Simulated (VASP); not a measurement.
Here is a VASP 6.6.1 calculation.

The input INCAR:

```
SYSTEM = Cr3SbS4
ALGO = Normal
EDIFF = 1E-6
ENCUT = 520
GGA = PE
ISIF = 2
ISMEAR = -1
ISPIN = 2
LASPH = .True.
LCHARG = .False.
LMAXMIX = 4
LORBIT = 11
LREAL = .False.
LWAVE = .False.
MAGMOM = 3 -3 3 0 0 0 0 0
NBANDS = 46
NELM = 150
PREC = Accurate
SIGMA = 0.1
```

The input KPOINTS:

```
Automatic mesh
0
Gamma
  4 4 4
  0 0 0.5
```

The input POSCAR:

```
Cr3SbS4
1.0
    0.0000000000      5.3828590000      0.0000000000
    5.3828590000      0.0000000000      0.0000000000
    2.6914290000      2.6914290000     -5.3748620000
Cr Sb S
3 1 4
Direct
    0.5000000000      0.5000000000      0.0000000000
    0.7500000000      0.2500000000      0.5000000000
    0.2500000000      0.7500000000      0.5000000000
    0.0000000000      0.0000000000      0.0000000000
    0.3870000000      0.3870000000      0.7360000000
    0.6130000000      0.1230000000      0.2640000000
    0.8770000000      0.8770000000      0.7360000000
    0.1230000000      0.6130000000      0.2640000000
```

Potentials or basis: VASP PAW PBE potentials, release 64 (Cr_pv, Sb, S).

Launch:

```console
$ cat potpaw_PBE.64/Cr_pv/POTCAR potpaw_PBE.64/Sb/POTCAR potpaw_PBE.64/S/POTCAR > POTCAR
$ mpirun -np 1 vasp_std > vasp.out
```

Problem. Estimate the net moment.

Solution. 3.64 μB per cell.

Problem. Estimate the site moments.

Solution. Cr +3.32, -3.06, +3.09; Sb +0.01; S -0.04 μB.

Problem. What does it give for the largest force?

Solution. 1.634 eV/Å.

Problem. Predict the pressure.

Solution. 10.0 GPa.

Forces on the atoms (eV/Å):
```
Cr   0.000  0.000  0.000
Cr   0.000  0.000  0.000
Cr   0.000  0.000  0.000
Sb   0.000  0.000  0.000
S    1.107  0.982  0.692
S    0.982 -1.107 -0.692
S   -1.107 -0.982  0.692
S   -0.982  1.107 -0.692
```

Caveat: the cell stands under pressure; forces of over 1 eV/Å act on the atoms, so gaps and moduli don't describe the material at rest.
